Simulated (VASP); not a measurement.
NaMo6:

```
Na Mo
1.0
     5.98484    0.00000    0.00000
     0.00000    5.98484    0.00000
     0.00000    0.00000    5.98484
Na Mo
1 6
Cartesian
  0.0000 0.0000 0.0000
  1.0973 2.9924 2.9924
  2.9924 4.8875 2.9924
  2.9924 1.0973 2.9924
  4.8875 2.9924 2.9924
  2.9924 2.9924 1.0973
  2.9924 2.9924 4.8875
```

- Program: VASP 6.6.1
- Task: relaxation of cell and atoms
- Functional: PBE
- Potentials or basis: VASP PAW PBE potentials, release 64 (Na_pv, Mo_sv)
- Cutoff: 600 eV
- k mesh: 6 × 6 × 6
- Occupations: gaussian, width 0.1 eV
- Spin: no spin polarisation

At the start: pressure 0.1 GPa; volume 30.62 Å³/atom.

Problem. How do energy, volume and symmetry change on relaxing?

Solution. Over 14 steps the energy falls by 49.9 meV/atom and the volume is 32.34 Å³/atom (+5.6 %); space group Pm-3m (No. 221, to 0.05 Å).

Step by step:
| step | energy change (eV) | largest force (eV/Å) | pressure (GPa) | volume (Å³) |
| --- | --- | --- | --- | --- |
| 1 | 0.0000 | 0.3708 | 0.10 | 214.37 |
| 2 | -0.0392 | 0.4016 | 0.07 | 214.94 |
| 3 | -0.2515 | 0.5138 | 1.07 | 216.65 |
| 4 | 0.3150 | 2.9757 | 7.26 | 220.11 |
| 5 | -0.2933 | 0.1279 | 1.73 | 217.23 |
| 6 | -0.2976 | 0.0933 | 2.09 | 217.51 |
| 7 | -0.3089 | 0.1973 | 1.97 | 218.82 |
| 8 | -0.3175 | 0.3951 | 1.81 | 221.31 |
| 9 | -0.3348 | 0.2538 | 1.21 | 222.85 |
| 10 | -0.3489 | 0.0133 | 0.05 | 225.95 |
| 11 | -0.3489 | 0.0213 | 0.02 | 226.05 |
| 12 | -0.3489 | 0.0191 | 0.02 | 226.09 |
| 13 | -0.3490 | 0.0125 | 0.01 | 226.20 |
| 14 | -0.3490 | 0.0005 | 0.00 | 226.41 |

Final structure:
```cif
data_structure
_symmetry_space_group_name_H-M 'P 1'
_symmetry_Int_Tables_number 1
_cell_length_a 6.0949
_cell_length_b 6.0949
_cell_length_c 6.0949
_cell_angle_alpha 90.000
_cell_angle_beta 90.000
_cell_angle_gamma 90.000
_cell_volume 226.41
loop_
_atom_site_label
_atom_site_type_symbol
_atom_site_fract_x
_atom_site_fract_y
_atom_site_fract_z
_atom_site_occupancy
Na1 Na 0.00000 0.00000 0.00000 1
Mo1 Mo 0.20232 0.50000 0.50000 1
Mo2 Mo 0.50000 0.79768 0.50000 1
Mo3 Mo 0.50000 0.20232 0.50000 1
Mo4 Mo 0.79768 0.50000 0.50000 1
Mo5 Mo 0.50000 0.50000 0.20232 1
Mo6 Mo 0.50000 0.50000 0.79768 1
```
